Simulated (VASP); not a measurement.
Input of a VASP 6.6.1 run:

The input INCAR:

```
SYSTEM = Si16C15
PREC = Accurate
ENCUT = 520
EDIFF = 1E-7
ISMEAR = 0
SIGMA = 0.01
LREAL = Auto
LASPH = .TRUE.
NELM = 60
ALGO = Normal
ISIF = 2
LWAVE = .FALSE.
LCHARG = .TRUE.
GGA = PE
LELF = .TRUE.
LVHAR = .TRUE.
NBANDS = 83
```

File KPOINTS:

```
Automatic mesh
0
Gamma
  2 2 2
  0.5 0.5 0.5
```

File POSCAR:

```
Si16C15
1.0
    4.3797259441      4.3797259441      4.3797259441
   -4.3797259441     -4.3797259441      4.3797259441
    4.3797259441     -4.3797259441     -4.3797259441
Si C
16 15
Direct
    0.2500000000      0.2500000000      0.7490981693
    0.4997431798      0.0003157476      0.7497431798
    0.2500000000      0.4990981693      0.5000000000
    0.4990981693      0.2500000000      0.5000000000
    0.7505725678      0.0002568202      0.5000000000
    0.7494274322      0.7494274322      0.7496842524
    0.0003157476      0.4997431798      0.7497431798
    0.2500000000      0.0002568202      0.0005725678
    0.2500000000      0.7505725678      0.2502568202
    0.4997431798      0.4997431798      0.2503157476
    0.7505725678      0.2500000000      0.2502568202
    0.0009018307      0.0009018307      0.2509018307
    0.0002568202      0.7505725678      0.5000000000
    0.4996842524      0.7494274322     -0.0005725678
    0.7494274322      0.4996842524     -0.0005725678
    0.0002568202      0.2500000000      0.0005725678
    0.4994088568     -0.0005997235      0.5000000000
    0.2500000000      0.4994088568      0.2494002765
    0.4994088568      0.2500000000      0.2494002765
    0.7499914197      0.0005911432      0.2505911432
    0.7500000000      0.7500000000      0.5000000000
   -0.0005997235      0.4994088568      0.5000000000
    0.2500000000      0.9994002765      0.7494088568
    0.2500000000      0.7500000000      0.0000000000
    0.5005997235      0.5005997235      0.0000085803
    0.7500000000      0.2500000000      0.0000000000
    0.0005911432      0.0005911432     -0.0000085803
    0.0005911432      0.7499914197      0.2505911432
    0.5005997235      0.7500085803      0.7505997235
    0.7500085803      0.5005997235      0.7505997235
   -0.0005997235      0.2500000000      0.7494088568
```

Potentials or basis: VASP PAW PBE potentials, release 64 (Si, C).

The run is started by

```sh
$ cat potpaw_PBE.64/Si/POTCAR potpaw_PBE.64/C/POTCAR > POTCAR
$ mpirun -np 1 vasp_std > vasp.out
```

Question: Estimate the largest force.

Answer: 0.016 eV/Å.

Question: What does it give for the band gap on the k mesh?

Answer: Zero (bands 62 and 63 overlap by 0.12 eV).

Question: What does it give for the pressure?

Answer: -0.6 GPa.

Forces on the atoms (eV/Å):
```
Si   0.003 -0.003 -0.003
Si   0.005 -0.001  0.001
Si  -0.003 -0.003  0.003
Si   0.003  0.003  0.003
Si   0.001  0.001 -0.005
Si  -0.001  0.001  0.005
Si   0.001 -0.005  0.001
Si   0.001  0.005 -0.001
Si  -0.001  0.005  0.001
Si   0.001 -0.001  0.005
Si  -0.005  0.001  0.001
Si  -0.003  0.003 -0.003
Si  -0.001 -0.001 -0.005
Si  -0.001 -0.005 -0.001
Si   0.005  0.001 -0.001
Si  -0.005 -0.001 -0.001
C    0.002  0.002 -0.015
C   -0.002  0.015  0.002
C   -0.015  0.002  0.002
C   -0.002 -0.015 -0.002
C    0.000  0.000  0.000
C   -0.002 -0.002 -0.015
C    0.002  0.015 -0.002
C    0.000  0.000  0.000
C    0.002 -0.002  0.015
C    0.000  0.000  0.000
C   -0.002  0.002  0.015
C    0.015  0.002 -0.002
C    0.015 -0.002  0.002
C    0.002 -0.015  0.002
C   -0.015 -0.002 -0.002
```

Caveat: the k points lie up to 0.51 Å⁻¹ apart; the cell differs from its parent crystal (atoms taken out, then relaxed in part).
